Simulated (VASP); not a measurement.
# As in VASP: notebook, part 2 of 2

VASP 6.6.1. The steps go on from the part before.

## 3. Single point, PBE

This run uses another cell than the first one, of 27.26 Å³/atom, 0.892 times its volume.

Contents of INCAR:

```
SYSTEM = As
PREC = Accurate
ENCUT = 520
EDIFF = 1E-6
ISMEAR = 0
SIGMA = 0.1
LREAL = .False.
LASPH = .True.
NELM = 60
ALGO = Normal
ISIF = 2
LWAVE = .False.
LCHARG = .False.
GGA = PE
NBANDS = 12
```

Contents of KPOINTS:

```
regular mesh
0
Gamma
  6 4 6
  0 0 0
```

Contents of POSCAR:

```
As
1.0
    3.6129264834      0.3977634562      0.2542257505
    3.1248016904      5.0728972812     -0.3411183188
    1.5577856198      0.5750064474      3.2526285063
As
2
Direct
    0.4434037839     -0.0653744704      0.0672373103
    0.4866507879      0.2248609502      0.3999953416
```

Potentials or basis: VASP PAW PBE potentials, release 64 (As).

Launch:

```sh
cat potpaw_PBE.64/As/POTCAR > POTCAR
mpirun -np 1 vasp_std > vasp.out
```

OUTCAR:

```text
SYSTEM = As
   PREC = Accurate
   ENCUT = 520
   EDIFF = 1E-6
   ISMEAR = 0
   LREAL = .False.
   LASPH = .True.
   NELM = 60
   ISIF = 2
   GGA = PE

 ion  position               nearest neighbor table
   1  0.443  0.935  0.067-   2 2.51   2 2.51   2 2.51
   2  0.487  0.225  0.400-   1 2.51   1 2.51   1 2.51

  Warning from LATTYP: Got some problem with cell dimensions!
  Tried to take original basis but could not verify dimensions!
  LATTYP: Found a triclinic cell.
 ALAT       =     3.6436361336
 B/A-ratio  =     1.0022885831
 C/A-ratio  =     1.3003763955
 COS(alpha) =     0.0004967101
 COS(beta)  =     0.0032039907
 COS(gamma) =     0.5022958421
[... 546 lines left out ...]
     10      11.6754      0.00000
     11      12.0072      0.00000
     12      14.3749      0.00000

 [... further k-points ...]
[... 5 lines left out ...]
  --------------------------------------------------------------------------------------
  -------------------------------------------------------------------------------------
  Total        0.0082465      0.1381240      0.0430319      0.0236039     -0.0087853     -0.0131663
  in kB        0.2423551      4.0593081      1.2646594      0.6936915     -0.2581913     -0.3869420
  external PRESSURE =       1.8554409 kB  Pullay stress =       0.0000000 kB

 VOLUME and BASIS-vectors are now :
 -----------------------------------------------------------------------------
  energy-cutoff  :      520.00
  volume of cell :       54.52
      direct lattice vectors                 reciprocal lattice vectors
     3.612926483  0.397763456  0.254225751     0.306263389 -0.196183106 -0.111997467
     3.124801690  5.072897281 -0.341118319    -0.021050437  0.208294497 -0.026741022
     1.557785620  0.575006447  3.252628506    -0.026145233  0.037178505  0.313392933

 POSITION                                       TOTAL-FORCE (eV/Angst)
 -----------------------------------------------------------------------------------
      4.62725      4.95629      0.01260        -0.003373     -0.087171     -0.003184
      3.08399      1.56427      1.34805         0.003373      0.087171      0.003184
 -----------------------------------------------------------------------------------
    total drift:                                0.000000      0.000000     -0.000000

  FREE ENERGIE OF THE ION-ELECTRON SYSTEM (eV)
  ---------------------------------------------------
  free  energy   TOTEN  =        -9.3160827778 eV

  energy  without entropy=       -9.3149698998  energy(sigma->0) =       -9.31552634
```

OSZICAR:

```text
N       E                     dE             d eps       ncg     rms          rms(c)
DAV:   1     0.285416498088E+02    0.28542E+02   -0.39525E+03  1824   0.672E+02
DAV:   2    -0.761076255153E+01   -0.36152E+02   -0.34732E+02  2424   0.105E+02
DAV:   3    -0.935013184812E+01   -0.17394E+01   -0.17349E+01  2292   0.243E+01
DAV:   4    -0.936138033367E+01   -0.11248E-01   -0.11248E-01  2008   0.231E+00
DAV:   5    -0.936143852197E+01   -0.58188E-04   -0.58188E-04  2272   0.171E-01    0.322E+00
DAV:   6    -0.933116967912E+01    0.30269E-01   -0.12819E-02  1956   0.621E-01    0.193E+00
DAV:   7    -0.931557303410E+01    0.15597E-01   -0.27762E-02  2020   0.934E-01    0.109E-01
DAV:   8    -0.931598486369E+01   -0.41183E-03   -0.10247E-03  1996   0.173E-01    0.328E-02
DAV:   9    -0.931607651343E+01   -0.91650E-04   -0.92305E-05  2084   0.604E-02    0.190E-02
DAV:  10    -0.931608117295E+01   -0.46595E-05   -0.71779E-06  2072   0.158E-02    0.386E-03
DAV:  11    -0.931608257055E+01   -0.13976E-05   -0.22973E-06  1976   0.848E-03    0.162E-03
DAV:  12    -0.931608277780E+01   -0.20725E-06   -0.32656E-07  1576   0.315E-03
   1 F= -.93160828E+01 E0= -.93155263E+01  d E =-.111288E-02
```

Wall time 66 s (1 thread of AMD EPYC 7R43 (Zen 3), shared host); peak memory 0.16 GiB.

Results:

```
Free energy            : -9.3161 eV
Pressure               : 0.2 GPa
Largest force          : 0.087 eV/Å
Band gap on the k mesh : zero (band 5 reaches 3.69 eV, above the bottom of band 6 at 3.32 eV)
```

Forces on the atoms (eV/Å):
```
As  -0.003 -0.087 -0.003
As   0.003  0.087  0.003
```

Stress tensor (GPa, compression positive):
```
 0.02  0.07 -0.04
 0.07  0.41 -0.03
-0.04 -0.03  0.13
```

Caveat: the k points lie up to 0.40 Å⁻¹ apart.

## 4. Relaxation of cell and atoms, PBE

Contents of INCAR:

```
  ALGO = Normal
  EDIFF = 1E-6
  EDIFFG = -0.01
  ENCUT = 600
  GGA = PE
  IBRION = 2
  ISIF = 3
  ISMEAR = 0
  LASPH = True
  LCHARG = False
  LREAL = False
  LWAVE = False
  NELM = 80
  NSW = 100
  PREC = Accurate
  SIGMA = 0.02
```

Contents of KPOINTS:

```
k-points
0
Gamma
  9 9 6
```

Contents of POSCAR:

```
As
1.0
    3.6116436832      0.0000000000      0.0000000000
   -1.8058218416      3.1277751791      0.0000000000
    0.0000000000      0.0000000000      5.4072870922
As
2
Direct
    0.3333333333      0.6666666667      0.8715187665
    0.6666666667      0.3333333333      0.1284812335
```

Launch:

```sh
cat potpaw_PBE.64/As/POTCAR > POTCAR
mpirun -np 1 vasp_std > vasp.out
```

It took 72 s on 1 thread of AMD EPYC 7R43 (Zen 3), shared host; peak memory 0.19 GiB.

It converged, with:

```
Free energy                            : -9.3386 eV
Relaxed volume                         : 30.64 Å³/atom
Relaxed cell                           : a = 3.615 Å, b = 3.615 Å, c = 5.414 Å, α = 90.00°, β = 90.00°, γ = 120.00°
Space group after relaxing (to 0.05 Å) : P-3m1 (No. 164)
Energy gained by relaxing              : 0.2 meV/atom
Ionic steps                            : 3
Pressure after relaxing                : 0.0 GPa
Band gap on the k mesh                 : 0.79 eV, indirect (least direct gap 1.19 eV)
```

Step by step:
```tsv
step	energy change (eV)	largest force (eV/Å)	pressure (GPa)	volume (Å³)
1	0.0000	0.0818	0.25	61.08
2	0.0001	0.0934	-0.28	61.51
3	-0.0003	0.0009	0.00	61.28
```

Final structure:
```
CELL_PARAMETERS angstrom
3.61507 0.00000 0.00000
-1.80753 3.13074 0.00000
0.00000 0.00000 5.41433
ATOMIC_POSITIONS crystal
As 0.33333 0.66667 0.87118
As 0.66667 0.33333 0.12882
```

Levels at points of the mesh, in eV from the valence-band top:
| k point | band 3 | band 4 | band 5 | band 6 | band 7 | band 8 |
| --- | --- | --- | --- | --- | --- | --- |
| (0.00, 0.00, 0.00) | -1.68 | -0.45 | -0.45 | 1.86 | 3.06 | 3.06 |
| (0.00, 0.00, 0.50) | -0.42 | -0.42 | 0.00 | 1.19 | 3.05 | 3.05 |

Caveat: this functional lacks dispersion, which binds the layers, so the pressure and a relaxed spacing across them are unreliable. A k mesh can miss the band edges.

## 5. Single point, PBE

Contents of INCAR:

```
SYSTEM = As
PREC = Accurate ; ENCUT = 520
EDIFF = 1E-6 ; ISMEAR = 0
SIGMA = 0.1 ; LREAL = .FALSE.
LASPH = .TRUE. ; NELM = 100
ALGO = Normal ; ISIF = 2
LWAVE = .FALSE. ; LCHARG = .TRUE.
GGA = PE ; LELF = .TRUE.
LVHAR = .TRUE. ; NBANDS = 12
```

Contents of KPOINTS:

```
Automatic mesh
0
G
  18 18 12
  0 0 0
```

POSCAR is that of step 4.

Potentials or basis: VASP PAW PBE potentials, release 64 (As).

Launch:

```sh
cat potpaw_PBE.64/As/POTCAR > POTCAR
mpirun -np 1 vasp_std > vasp.out
```

OUTCAR:

```text
SYSTEM = As
   PREC = Accurate
   ENCUT = 520
   EDIFF = 1E-6
   ISMEAR = 0
   LREAL = .FALSE.
   LASPH = .TRUE.
   NELM = 100
   ISIF = 2
   GGA = PE

 ion  position               nearest neighbor table
   1  0.333  0.667  0.872-   2 2.51   2 2.51   2 2.51
   2  0.667  0.333  0.128-   1 2.51   1 2.51   1 2.51

  LATTYP: Found a hexagonal cell.
 ALAT       =     3.6116436832
 C/A-ratio  =     1.4971817728

  Lattice vectors:

 A1 = (   3.6116436832,   0.0000000000,   0.0000000000)
 A2 = (  -1.8058218416,   3.1277751791,   0.0000000000)
 A3 = (   0.0000000000,   0.0000000000,   5.4072870922)

[... 537 lines left out ...]
      9       7.5323      0.00000
     10      10.8758      0.00000
     11      11.3202      0.00000
     12      13.6497      0.00000

 [... further k-points ...]
[... 5 lines left out ...]
  --------------------------------------------------------------------------------------
  -------------------------------------------------------------------------------------
  Total        0.0749960      0.0749960      0.1222273      0.0000000      0.0000000      0.0000000
  in kB        1.9671121      1.9671121      3.2059650      0.0000000      0.0000000      0.0000000
  external PRESSURE =       2.3800631 kB  Pullay stress =       0.0000000 kB

 VOLUME and BASIS-vectors are now :
 -----------------------------------------------------------------------------
  energy-cutoff  :      520.00
  volume of cell :       61.08
      direct lattice vectors                 reciprocal lattice vectors
     3.611643683  0.000000000  0.000000000     0.276882242  0.159858037  0.000000000
    -1.805821842  3.127775179  0.000000000     0.000000000  0.319716074  0.000000000
     0.000000000  0.000000000  5.407287092     0.000000000  0.000000000  0.184935622

 POSITION                                       TOTAL-FORCE (eV/Angst)
 -----------------------------------------------------------------------------------
     -0.00000      2.08518      4.71255         0.000000     -0.000000     -0.086308
      1.80582      1.04259      0.69473        -0.000000      0.000000      0.086308
 -----------------------------------------------------------------------------------
    total drift:                               -0.000000      0.000000      0.000000

  FREE ENERGIE OF THE ION-ELECTRON SYSTEM (eV)
  ---------------------------------------------------
  free  energy   TOTEN  =        -9.3405246583 eV

  energy  without entropy=       -9.3405246582  energy(sigma->0) =       -9.34052466
```

stdout:

```text
POSCAR found type information on POSCAR As
 POSCAR found :  1 types and       2 ions
 scaLAPACK will be used
 LDA part: xc-table for (Slater+PW92), standard interpolation
 POSCAR, INCAR and KPOINTS ok, starting setup
 FFT: planning ... GRIDC
 FFT: planning ... GRID_SOFT
 FFT: planning ... GRID
 WAVECAR not read
 entering main loop
```

It took 5.2 min on 1 thread of AMD EPYC 7R43 (Zen 3), shared host; peak memory 0.33 GiB.

Results:

- Free energy: -9.3405 eV
- Pressure: 0.2 GPa
- Largest force: 0.086 eV/Å
- Band gap on the k mesh: 0.78 eV, indirect (least direct gap 1.18 eV)

Forces in eV/Å, atoms in the order of the input:
```
As   0.000  0.000 -0.086
As   0.000  0.000  0.086
```

Levels at points of the mesh, in eV from the valence-band top:
```csv
k point,band 1,band 2,band 3,band 4,band 5,band 6,band 7,band 8,band 9,band 10
"(0.00, 0.00, 0.00)",-13.91,-7.38,-1.69,-0.48,-0.48,1.84,3.05,3.05,7.52,9.36
"(0.50, 0.00, 0.00)",-11.49,-9.55,-3.64,-2.35,-1.82,1.42,2.23,4.25,5.14,8.91
"(0.00, 0.00, 0.50)",-13.87,-7.78,-0.45,-0.45,0.00,1.18,3.04,3.04,6.01,8.75
"(0.50, 0.00, 0.50)",-11.46,-9.53,-4.00,-2.31,-2.17,1.58,3.34,3.92,7.55,8.70
```

Caveat: this functional lacks dispersion, which binds the layers, so the pressure and a relaxed spacing across them are unreliable.

## 6. Summary

| task | cell | k mesh | cutoff (eV) | smearing | gap on the mesh (eV) | pressure (GPa) | largest force (eV/Å) |
| --- | --- | --- | --- | --- | --- | --- | --- |
| single point | a = 3.612, b = 3.612, c = 5.407 Å, angles 90.0, 90.0, 120.0°, 2 atoms | 9 × 9 × 6 | 520 | gaussian 0.02 eV | 0.78 | 0.2 | 0.08 |
| single point | a = 3.644, b = 5.968, c = 3.652 Å, angles 72.2, 59.8, 52.6°, 2 atoms | 6 × 4 × 6 | 520 | gaussian 0.1 eV | none | 0.2 | 0.09 |
| relaxation of cell and atoms | relaxed from a = 3.612, b = 3.612, c = 5.407 Å, angles 90.0, 90.0, 120.0°, 2 atoms | 9 × 9 × 6 | 600 | gaussian 0.02 eV | 0.79 | 0.0 | - |
| single point | a = 3.612, b = 3.612, c = 5.407 Å, angles 90.0, 90.0, 120.0°, 2 atoms | 18 × 18 × 12 | 520 | gaussian 0.1 eV | 0.78 | 0.2 | 0.09 |

Alike in all rows: level PBE; potentials or basis VASP PAW PBE potentials, release 64 (As); no spin polarisation.

Caveats: some runs use coarse meshes; this functional lacks dispersion, which binds the layers, so the pressure and a relaxed spacing across them are unreliable (some runs).

Total energies depend on the potentials used, so only differences within one code and one set of settings carry meaning.
